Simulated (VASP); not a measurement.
YGe3Sb:

```xyz
5
Lattice="4.6752 0.0000 0.0000 0.0000 4.6752 0.0000 0.0000 0.0000 4.6752" Properties=species:S:1:pos:R:3 pbc="T T T"
Y     0.0000    0.0000    0.0000
Ge    0.0000    2.3376    2.3376
Ge    2.3376    0.0000    2.3376
Ge    2.3376    2.3376    0.0000
Sb    2.3376    2.3376    2.3376
```

```yaml
Program: VASP 6.6.1
Task: relaxation of cell and atoms
Functional: PBE
Potentials_or_basis: VASP PAW PBE potentials, release 64 (Y_sv, Ge_d, Sb)
Cutoff: 600 eV
k_mesh: 4 × 4 × 4
Occupations: gaussian, width 0.1 eV
Spin: no spin polarisation
```

At the start: pressure 34.8 GPa; volume 20.44 Å³/atom.

Q: Where does the relaxation end?

A: Over 3 steps the energy falls by 636.4 meV/atom and the volume is 28.33 Å³/atom (+38.6 %); space group Pm-3m (No. 221, to 0.05 Å).

The path:
```
step  energy change (eV)  largest force (eV/Å)  pressure (GPa)  volume (Å³)
   1              0.0000                0.0000           34.82       102.19
   2             -1.9350                0.0000           -7.48       182.96
   3             -3.1819                0.0000           -0.19       141.66
```

Final structure:
```cif
data_structure
_symmetry_space_group_name_H-M 'P 1'
_symmetry_Int_Tables_number 1
_cell_length_a 5.2129
_cell_length_b 5.2129
_cell_length_c 5.2129
_cell_angle_alpha 90.000
_cell_angle_beta 90.000
_cell_angle_gamma 90.000
_cell_volume 141.66
loop_
_atom_site_label
_atom_site_type_symbol
_atom_site_fract_x
_atom_site_fract_y
_atom_site_fract_z
_atom_site_occupancy
Y1 Y 0.00000 0.00000 0.00000 1
Ge1 Ge 0.00000 0.50000 0.50000 1
Ge2 Ge 0.50000 0.00000 0.50000 1
Ge3 Ge 0.50000 0.50000 0.00000 1
Sb1 Sb 0.50000 0.50000 0.50000 1
```

Caveat: the volume moved by over 15 % at a fixed basis, so the end points are rough.
